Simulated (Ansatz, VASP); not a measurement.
Two plane-wave programs on C

Contents of POSCAR:

```
C
1.0
    2.5504632676      0.0000000000      0.0000000000
   -1.2752316338      2.2087659812      0.0000000000
    0.0000000000      0.0000000000      7.2805291040
C
4
Direct
    1.0000000000      1.0000000000      0.2500000000
    0.0000000000      0.0000000000      0.7500000000
    0.3333333333      0.6666666667      0.2500000000
    0.6666666667      0.3333333333      0.7500000000
```

INCAR.step1

```
SYSTEM = C
PREC = Accurate ; ENCUT = 520
ISMEAR = -1 ; SIGMA = 0.05
LREAL = .FALSE. ; LASPH = .TRUE.
NELM = 100 ; NBANDS = 16
GGA = PE ; ALGO = Normal
EDIFF = 1E-4 ; LWAVE = .TRUE.
LCHARG = .FALSE.
```

The input INCAR.step2:

```
SYSTEM = C
PREC = Accurate ; ENCUT = 520
EDIFF = 1E-6 ; ISMEAR = -1
SIGMA = 0.05 ; LREAL = .FALSE.
LASPH = .TRUE. ; NELM = 100
ALGO = Normal ; ISIF = 2
LWAVE = .FALSE. ; LCHARG = .FALSE.
METAGGA = R2SCAN ; LMIXTAU = .TRUE.
NBANDS = 16 ; ISTART = 1
```

Contents of KPOINTS:

```
regular mesh
0
G
  14 14 4
  0 0 0
```

Input for Ansatz:

```yaml
crystal:
  lattice:
    - [2.5504632676, 0.0, 0.0]
    - [-1.2752316338, 2.2087659812, 0.0]
    - [0.0, 0.0, 7.280529104]
  atoms:
    - { symbol: C, position: [1.0, 1.0, 0.25] }
    - { symbol: C, position: [0.0, 0.0, 0.75] }
    - { symbol: C, position: [0.3333333333, 0.6666666667, 0.25] }
    - { symbol: C, position: [0.6666666667, 0.3333333333, 0.75] }
hamiltonian:
  xc: r2scan
  pseudopotentials:
    kind: paw
    azcp:
      C: "pseudopotentials/C.paw.azcp"
basis:
  ecutwfc: 500
  fft_grid_basis: typed
kpoints:
  mp_grid: { grid: [14, 14, 4], shift: [0, 0, 0] }
magnetization:
  spin_polarized: false
scf:
  occupations: { method: fermi_dirac, width: 0.05 }
output:
  stress: true
```

Alike in both runs: task single point; functional r2SCAN; k mesh 14 × 14 × 4; occupations fermi-dirac, width 0.05 eV; no spin polarisation.

```csv
,VASP,Ansatz
version,VASP 6.6.1,Ansatz 0.2.0
potentials or method,"VASP PAW PBE potentials, release 64 (C), cutoff 520 eV","plane waves (500 eV) with PAW, scalar-relativistic"
valence electrons in the cell,16,16
```

Ansatz gave:

| Property | Result |
| --- | --- |
| pressure (GPa) | -25.4 |
| traceless stress, the component that is largest in VASP (GPa) | 25.06 |

Problem. Estimate VASP's values.

Solution. Pressure (GPa): -24.9; traceless stress, the component that is largest in VASP (GPa): 24.44.

VASP's potentials were made for PBE, not for r2SCAN.
